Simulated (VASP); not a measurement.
A run of VASP 6.6.1 is set up as follows.

INCAR

```
SYSTEM = AlC3
  PREC = Accurate
  ENCUT = 600
  EDIFF = 1E-6
  ISMEAR = -1
  SIGMA = 0.05
  LREAL = .False.
  LASPH = .True.
  NELM = 80
  ALGO = Normal
  ISIF = 3
  LWAVE = .False.
  LCHARG = .False.
  GGA = PE
  IBRION = 2
  NSW = 80
  EDIFFG = -0.03
```

The input KPOINTS:

```
regular mesh
0
Gamma
  6 6 6
  0 0 0
```

The input POSCAR:

```
AlC3
1.0
    3.2100000000      0.0000000000      0.0000000000
    0.0000000000      3.2100000000      0.0000000000
    0.0000000000      0.0000000000      3.2100000000
Al C
1 3
Direct
    0.0000000000      0.0000000000      0.0000000000
    0.0000000000      0.5000000000      0.5000000000
    0.5000000000      0.0000000000      0.5000000000
    0.5000000000      0.5000000000      0.0000000000
```

Potentials or basis: VASP PAW PBE potentials, release 64 (Al, C).

The run is started by

```sh
$ cat potpaw_PBE.64/Al/POTCAR potpaw_PBE.64/C/POTCAR > POTCAR
$ mpirun -np 1 vasp_std > vasp.out
```

Question: Predict the relaxed volume.

Answer: 8.33 Å³/atom.

Question: Estimate the relaxed cell.

Answer: a = 3.218 Å, b = 3.218 Å, c = 3.218 Å, α = 90.00°, β = 90.00°, γ = 90.00°.

The path:
| step | energy change (eV) | largest force (eV/Å) | pressure (GPa) | volume (Å³) |
| --- | --- | --- | --- | --- |
| 1 | 0.0000 | 0.0000 | 1.02 | 33.08 |
| 2 | -0.0006 | 0.0000 | -0.30 | 33.33 |
